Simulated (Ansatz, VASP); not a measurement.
**One calculation of Ag, two programs**

Contents of INCAR:

```
PREC = Accurate ; ENCUT = 520
EDIFF = 1E-6 ; ISMEAR = 0
SIGMA = 0.1 ; LREAL = False
LASPH = True ; NELM = 60
ALGO = Fast ; ISIF = 2
LWAVE = False ; LCHARG = False
GGA = PS ; NBANDS = 18
```

The input KPOINTS:

```
Automatic mesh
0
Gamma
  16 16 16
```

POSCAR

```
Ag
1.0
    3.2251146552      0.0000000000      0.0000000000
    0.0000000000      3.2251146552      0.0000000000
    0.2902603190      0.0000000000      3.2251146552
Ag
2
Direct
    0.0000000000      0.0000000000      0.0000000000
    0.5000000000      0.5000000000      0.5000000000
```

Input for Ansatz:

```yaml
crystal:
  lattice:
    - [3.2251146552, 0.0, 0.0]
    - [0.0, 3.2251146552, 0.0]
    - [0.290260319, 0.0, 3.2251146552]
  atoms:
    - { symbol: Ag, position: [0.0, 0.0, 0.0] }
    - { symbol: Ag, position: [0.5, 0.5, 0.5] }
basis:
  ecutwfc: 420
kpoints:
  mp_grid: { grid: [16, 16, 16] }
hamiltonian:
  xc: pbesol
scf:
  occupations: { method: gaussian, width: 0.1 }
output:
  forces: true
  stress: true
  eigenvalues: true
```

Change from the starting cell: shear of c along a, cell held, atoms relaxed: +9.0 %.

Alike in both runs: task single point; functional PBEsol; k mesh 16 × 16 × 16; occupations gaussian, width 0.1 eV; no spin polarisation.

```csv
,VASP,Ansatz
version,VASP 6.6.1,Ansatz 0.2.0
potentials or method,"VASP PAW PBE potentials, release 64 (Ag), cutoff 520 eV","scalar-relativistic, plane waves, PAW"
valence electrons in the cell,22,38
```

|  | VASP | Ansatz | Ansatz less VASP |
| --- | --- | --- | --- |
| gap on the k mesh at the Fermi level (eV) | none | none | - |
| pressure (GPa) | 0.6 | 0.9 | +0.30 |
| traceless stress, the component that is largest in VASP (GPa) | -6.04 | -6.09 | -0.056 |

VASP's potentials were made for PBE, not for PBEsol. A gap of «none» marks a metal or a gap that the smearing closes. With one functional, cell and mesh, what is left measures potentials, basis and numerics. VASP's potentials hold 22 valence electrons a cell and Ansatz's 38, so a difference there can come from the potentials and not from the codes.
